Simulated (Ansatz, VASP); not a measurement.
# AgCl in VASP and in Ansatz

INCAR

```
ALGO = Normal
EDIFF = 1E-6
ENCUT = 520
GGA = PE
ISIF = 2
ISMEAR = -1
LASPH = T
LCHARG = F
LREAL = F
LWAVE = F
NBANDS = 16
NELM = 80
PREC = Accurate
SIGMA = 0.01
```

KPOINTS

```
k-points
0
Gamma
  9 9 9
```

Contents of POSCAR:

```
AgCl
1.0
    3.4339730000      0.0000000000      0.0000000000
    0.0000000000      3.4339730000      0.0000000000
    0.0000000000      0.0000000000      3.4339730000
Ag Cl
1 1
Direct
    0.0000000000      0.0000000000      0.0000000000
    0.5000000000      0.5000000000      0.5000000000
```

Input for Ansatz:

```yaml
crystal:
  lattice:
    - [3.433973, 0.0, 0.0]
    - [0.0, 3.433973, 0.0]
    - [0.0, 0.0, 3.433973]
  atoms:
    - { symbol: Ag, position: [0.0, 0.0, 0.0] }
    - { symbol: Cl, position: [0.5, 0.5, 0.5] }
kpoints:
  mp_grid: { grid: [9, 9, 9] }
  band_path:
    path:
      - [0.0, 0.0, 0.0]
      - [0.0, 0.5, 0.0]
      - [0.5, 0.5, 0.0]
      - [0.0, 0.0, 0.0]
      - [0.5, 0.5, 0.5]
      - [0.0, 0.5, 0.0]
      - [0.5, 0.5, 0.5]
      - [0.5, 0.5, 0.0]
    npoints: 14
scf:
  occupations: { method: fermi_dirac, width: 0.01 }
hamiltonian:
  xc: pbe
  pseudopotentials: { kind: all_electron, lapw: { basis_error: 0.001 } }
output:
  forces: true
  stress: true
  eigenvalues: true
  populations: true
  dos: { projected: true, de: 0.2, e_range: [-14, 8] }
```

Alike in both runs: task single point; functional PBE; k mesh 9 × 9 × 9; occupations fermi-dirac, width 0.01 eV; no spin polarisation.

|  | VASP | Ansatz |
| --- | --- | --- |
| version | VASP 6.6.1 | Ansatz 0.2.0 |
| potentials or method | VASP PAW PBE potentials, release 64 (Ag, Cl), cutoff 520 eV | all-electron LAPW, scalar-relativistic |

|  | VASP | Ansatz | Ansatz less VASP |
| --- | --- | --- | --- |
| gap on the k mesh at the Fermi level (eV) | 0.61 | 0.61 | +0.001 |
| pressure (GPa) | -0.2 | -0.1 | +0.13 |

Ansatz ran all-electron here, and VASP with PAW potentials.
